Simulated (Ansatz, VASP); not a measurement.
## One calculation of Ga3Sb, two programs

```
Ga Sb
1.0
    -2.22083    2.22083    4.07319
     2.22083   -2.22083    4.07319
     2.22083    2.22083   -4.07319
Ga Sb
3 1
Cartesian
  0.0000 2.2208 2.0366
  2.2208 0.0000 2.0366
  0.0000 0.0000 4.0732
  0.0000 0.0000 0.0000
```

Alike in both runs: functional LDA; k mesh 14 × 14 × 14; occupations gaussian, width 0.1 eV; no spin polarisation.

Ansatz relaxed the structure, and its values are those at the end. VASP's run is a single point on that final structure, the one shown.

|  | VASP | Ansatz |
| --- | --- | --- |
| version | VASP 6.6.1 | Ansatz 0.2.0 |
| potentials or method | VASP PAW LDA potentials, release 64 (Ga_d, Sb), cutoff 520 eV | scalar-relativistic, plane waves, PAW |
| valence electrons in the cell | 44 | 54 |

Ansatz gave:

```
gap on the k mesh at the Fermi level (eV) : none
pressure (GPa)                            : 0.0
```

Task: Which values does VASP return?

Result: gap on the k mesh at the Fermi level (eV): none; pressure (GPa): 0.1.

LDA's correlation is that of Perdew and Zunger in VASP and of Perdew and Wang (1992) in Ansatz. A gap of «none» marks a metal or a gap that the smearing closes. VASP's potentials hold 44 valence electrons a cell and Ansatz's 54, so a difference there can come from the potentials and not from the codes.

Spin-orbit coupling is off throughout.
